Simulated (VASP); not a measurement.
# TaC (Fm-3m) in VASP: elastic constants with PBEsol

Aim: the elastic constants of TaC with PBEsol.

Program: VASP 6.6.1. These are calculated values, not measurements. Logs are shortened: lines on timing, memory, paths and dates and some standing lists are left out, and cuts for length are marked.

### 1 The cell of the first run

Symmetry: Fm-3m, No. 225, cubic system. The conventional cell has a = 4.400 Å, b = 4.400 Å, c = 4.400 Å, α = 90.00°, β = 90.00°, γ = 90.00°. Ta (site symmetry m-3m) has 6 C at 2.20 Å within 2.9 Å. C (site symmetry m-3m) has 6 Ta at 2.20 Å within 2.9 Å.

### 2 Elastic constants, PBEsol

The input, INCAR:

```
SYSTEM = TaC
PREC = Accurate ; ENCUT = 600
EDIFF = 1E-8 ; ISMEAR = -1
SIGMA = 0.08 ; LREAL = .FALSE.
LASPH = .TRUE. ; NELM = 120
ALGO = Normal ; ISIF = 3
LWAVE = .FALSE. ; LCHARG = .FALSE.
GGA = PS ; NBANDS = 14
IBRION = 6 ; NFREE = 2
POTIM = 0.015 ; NSW = 1
GGA_COMPAT = .FALSE.
```

The input, KPOINTS:

```
Automatic mesh
0
G
  18 18 18
  0 0 0
```

The input, POSCAR:

```
TaC
1.0
    0.0000000000      2.1998370143      2.1998370143
    2.1998370143      0.0000000000      2.1998370143
    2.1998370143      2.1998370143      0.0000000000
Ta C
1 1
Direct
    0.0000000000      0.0000000000      0.0000000000
    0.5000000000      0.5000000000      0.5000000000
```

Potentials or basis: VASP PAW PBE potentials, release 64 (Ta_pv, C).

Started as:

```bash
$ cat potpaw_PBE.64/Ta_pv/POTCAR potpaw_PBE.64/C/POTCAR > POTCAR
$ mpirun -np 1 vasp_std > vasp.out
```

OUTCAR:

```text
SYSTEM = TaC
   PREC = Accurate
   ENCUT = 600
   EDIFF = 1E-8
   ISMEAR = -1
   LREAL = .FALSE.
   LASPH = .TRUE.
   NELM = 120
   ISIF = 3
   GGA = PS
   IBRION = 6
   NFREE = 2
   POTIM = 0.015
   NSW = 1

 ion  position               nearest neighbor table
   1  0.000  0.000  0.000-   2 2.20   2 2.20   2 2.20   2 2.20   2 2.20   2 2.20
   2  0.500  0.500  0.500-   1 2.20   1 2.20   1 2.20   1 2.20   1 2.20   1 2.20

  LATTYP: Found a face centered cubic cell.
 ALAT       =     4.3996740286

  Lattice vectors:

 A1 = (   0.0000000000,   2.1998370143,   2.1998370143)
 A2 = (   2.1998370143,   0.0000000000,   2.1998370143)
 A3 = (   2.1998370143,   2.1998370143,   0.0000000000)

Analysis of symmetry for initial positions (statically):
=====================================================================
 Subroutine PRICEL returns:
 Original cell was already a primitive cell.

 Routine SETGRP: Setting up the symmetry group for a
 face centered cubic supercell.

 Subroutine GETGRP returns: Found 48 space group operations
 (whereof 48 operations were pure point group operations)
 out of a pool of 48 trial point group operations.

The static configuration has the point symmetry O_h .

Analysis of symmetry for dynamics (positions and initial velocities):
=====================================================================
 Subroutine PRICEL returns:
 Original cell was already a primitive cell.

 Routine SETGRP: Setting up the symmetry group for a
 face centered cubic supercell.

 Subroutine GETGRP returns: Found 48 space group operations
 (whereof 48 operations were pure point group operations)
 out of a pool of 48 trial point group operations.

The dynamic configuration has the point symmetry O_h .

 Subroutine INISYM returns: Found 48 space group operations
 (whereof 48 operations are pure point group operations),
 and found     1 'primitive' translations

----------------------------------------------------------------------------------------

                                     Primitive cell

  volume of cell :      21.2913

  direct lattice vectors                    reciprocal lattice vectors
     0.000000000  2.199837014  2.199837014    -0.227289566  0.227289566  0.227289566
     2.199837014  0.000000000  2.199837014     0.227289566 -0.227289566  0.227289566
     2.199837014  2.199837014  0.000000000     0.227289566  0.227289566 -0.227289566

  length of vectors
     3.111039341  3.111039341  3.111039341     0.393677076  0.393677076  0.393677076

  position of ions in fractional coordinates (direct lattice)
     0.000000000  0.000000000  0.000000000
     0.500000000  0.500000000  0.500000000

  ion indices of the primitive-cell ions
   primitive index   ion index
                 1           1
                 2           2

----------------------------------------------------------------------------------------

 KPOINTS: Automatic mesh

Automatic generation of k-mesh.
 Grid dimensions read from file:
 generate k-points for:   18   18   18

 Generating k-lattice:

  Cartesian coordinates                     Fractional coordinates (reciprocal lattice)
    -0.012627198  0.012627198  0.012627198     0.055555556  0.000000000  0.000000000
     0.012627198 -0.012627198  0.012627198     0.000000000  0.055555556  0.000000000
     0.012627198  0.012627198 -0.012627198     0.000000000  0.000000000  0.055555556

  Length of vectors
     0.021870949  0.021870949  0.021870949

  Shift w.r.t. Gamma in fractional coordinates (k-lattice)
[... 108 lines left out ...]
  -------------------------------------------------------------------------------------
  Total        1.4477494      1.4477494      1.4477494      0.0000000      0.0000000     -0.0000000
  in kB      108.9437868    108.9437868    108.9437868      0.0000000      0.0000000     -0.0000000
  external PRESSURE =     108.9437868 kB  Pullay stress =       0.0000000 kB
[... 89 lines left out ...]
  FREE ENERGIE OF THE ION-ELECTRON SYSTEM (eV)
  ---------------------------------------------------
  free  energy   TOTEN  =       -23.4710359038 eV

  energy  without entropy=      -23.4563964392  energy(sigma->0) =      -23.46371617

[... ionic steps 4 to 14 ...]

--------------------------------------- Ionic step       15  -------------------------------------------

 number of electron      15.0000000 magnetization

------------------------ aborting loop because EDIFF is reached ----------------------------------------
[... 67 lines left out ...]
--------------------------------------- Ionic step       17  -------------------------------------------

 number of electron      15.0000000 magnetization

 Free energy of the ion-electron system (eV)
  ---------------------------------------------------
  ext. energy  EPLUGINS =         0.00000000
  ---------------------------------------------------
  free energy    TOTEN  =       -23.50464374 eV

  energy without entropy =      -23.48921564  energy(sigma->0) =      -23.49692969

 E-fermi :   8.6128     XC(G=0): -13.5235

 val. band max:        8.6039581187   @ k =   0.2222   0.1111   0.4444
 cond. band min:       8.6235230251   @ k =   0.0556   0.0556   0.0000
 fundamental gap:      0.0195649064
 Fermi energy:         8.6128458540

 k-point     1 :       0.0000    0.0000    0.0000
  band No.  band energies     occupation
      1     -26.2555      2.00000
      2     -26.2552      2.00000
      3     -26.2552      2.00000
      4      -6.4266      2.00000
      5       7.1824      2.00000
      6       7.1824      2.00000
      7       7.1951      2.00000
      8       8.1451      1.99424
      9       8.1784      1.99127
     10       8.1784      1.99127
     11       9.3073      0.00034
     12       9.3293      0.00026
     13      15.6855      0.00000
     14      18.6741      0.00000
[... 377 lines left out ...]
      1     -26.6632      2.00000
      2     -26.3256      2.00000
      3     -26.2853      2.00000
      4      -4.7748      2.00000
      5       3.3288      2.00000
      6       4.2953      2.00000
      7       4.6044      2.00000
      8       8.6004      1.07767
      9       9.2712      0.00053
     10       9.9948      0.00000
     11      13.6466      0.00000
     12      15.2377      0.00000
     13      17.6951      0.00000
     14      21.7263      0.00000

 [... further k-points ...]

------------------------ aborting loop because EDIFF is reached ----------------------------------------

  FORCE on cell =-STRESS in cart. coord.  units (eV):
  Direction    XX          YY          ZZ          XY          YZ          ZX
  --------------------------------------------------------------------------------------
  -------------------------------------------------------------------------------------
  Total        1.4637854      1.4471884      1.4471884     -0.0000000      0.0000000      0.0000000
  in kB      110.1504995    108.9015688    108.9015688     -0.0000000      0.0000000      0.0000000
  external PRESSURE =     109.3178790 kB  Pullay stress =       0.0000000 kB
[... 17 lines left out ...]
  FREE ENERGIE OF THE ION-ELECTRON SYSTEM (eV)
  ---------------------------------------------------
  free  energy   TOTEN  =       -23.5046437413 eV

  energy  without entropy=      -23.4892156448  energy(sigma->0) =      -23.49692969

 INTERNAL STRAIN TENSORS FROM STRAINED CELLS
 ============================================

 INTERNAL STRAIN TENSOR FOR ION    1 for displacements in x,y,z  (eV/Angst):
          X           Y           Z          XY          YZ          ZX
  --------------------------------------------------------------------------------
  x     0.00000     0.00000     0.00000     0.00000     0.00000    -0.00000
  y    -0.00000    -0.00000    -0.00000     0.00000    -0.00000    -0.00000
  z     0.00000    -0.00000     0.00000     0.00000     0.00000     0.00000

 INTERNAL STRAIN TENSORS FROM DISPLACED ATOMS
 ============================================

 INTERNAL STRAIN TENSOR FOR ION    1 for displacements in x,y,z  (eV/Angst):
          X           Y           Z          XY          YZ          ZX
  --------------------------------------------------------------------------------
  x     0.00000     0.00000     0.00000     0.00000     0.00000     0.00000
  y     0.00000     0.00000     0.00000     0.00000     0.00000     0.00000
  z     0.00000     0.00000     0.00000     0.00000     0.00000     0.00000

 INTERNAL STRAIN TENSOR FOR ION    2 for displacements in x,y,z  (eV/Angst):
          X           Y           Z          XY          YZ          ZX
  --------------------------------------------------------------------------------
  x     0.00000     0.00000     0.00000     0.00000     0.00000     0.00000
  y     0.00000     0.00000     0.00000     0.00000     0.00000     0.00000
  z     0.00000     0.00000     0.00000     0.00000     0.00000     0.00000

 Eigenvectors and eigenvalues of the dynamical matrix
 ----------------------------------------------------

   1 f  =   17.774207 THz   111.678636 2PiTHz  592.883727 cm-1    73.508180 meV
             X         Y         Z           dx          dy          dz
      0.000000  0.000000  0.000000     0.000000    0.249498    0.000000
      2.199837  2.199837  2.199837     0.000000   -0.968375    0.000000
[... 21 lines left out ...]
   6 f/i=    0.000105 THz     0.000661 2PiTHz    0.003507 cm-1     0.000435 meV
             X         Y         Z           dx          dy          dz
      0.000000  0.000000  0.000000     0.000000    0.000000    0.968375
      2.199837  2.199837  2.199837     0.000000    0.000000    0.249498

--------------------------------------------------------------------------------------------------------

 ELASTIC MODULI CONTR FROM IONIC RELAXATION (kBar)
 Direction    XX          YY          ZZ          XY          YZ          ZX
 --------------------------------------------------------------------------------
 XX           0.0000      0.0000      0.0000      0.0000      0.0000      0.0000
 YY           0.0000      0.0000      0.0000      0.0000      0.0000      0.0000
 ZZ           0.0000      0.0000      0.0000      0.0000      0.0000      0.0000
 XY           0.0000      0.0000      0.0000      0.0000      0.0000      0.0000
 YZ           0.0000      0.0000      0.0000      0.0000      0.0000      0.0000
 ZX           0.0000      0.0000      0.0000      0.0000      0.0000      0.0000
 --------------------------------------------------------------------------------

 TOTAL ELASTIC MODULI (kBar)
 Direction    XX          YY          ZZ          XY          YZ          ZX
 --------------------------------------------------------------------------------
 XX        8542.8049   1416.5250   1416.5250     -0.0000     -0.0000      0.0000
 YY        1416.5250   8542.8049   1416.5250      0.0000      0.0000      0.0000
 ZZ        1416.5250   1416.5250   8542.8049     -0.0000      0.0000      0.0000
 XY          -0.0000      0.0000     -0.0000   1804.0922      0.0000      0.0000
 YZ          -0.0000      0.0000      0.0000      0.0000   1804.0922      0.0000
 ZX           0.0000      0.0000      0.0000      0.0000      0.0000   1804.0922
 --------------------------------------------------------------------------------
```

It took 49 min on 1 thread of Intel Xeon Platinum 8488C (Sapphire Rapids), shared host; peak memory 1 GiB.

What came out:

```yaml
Elastic_constants_C11_C12_C44: 854, 142, 180 GPa
Voigt_bulk_modulus: 379 GPa
Highest_phonon_frequency_at_Γ: 593 cm⁻¹
```

Phonon frequencies in cm⁻¹ (negative: imaginary):
```
              q point        frequencies
(0.000, 0.000, 0.000)  0 0 0 593 593 593
```

Elastic tensor in Voigt notation (GPa, in the Cartesian axes of the cell as first typed):
```
854 142 142   0   0   0
142 854 142   0   0   0
142 142 854   0   0   0
  0   0   0 180   0   0
  0   0   0   0 180   0
  0   0   0   0   0 180
```

Clamped-ion elastic tensor (GPa):
```
854 142 142   0   0   0
142 854 142   0   0   0
142 142 854   0   0   0
  0   0   0 180   0   0
  0   0   0   0 180   0
  0   0   0   0   0 180
```

Caveat: the cell is under stress, which shifts elastic constants; the PAW data sets were made with another functional, which shifts forces and pressure a little; spin-orbit coupling is left out, which moves the levels of the heavy elements.
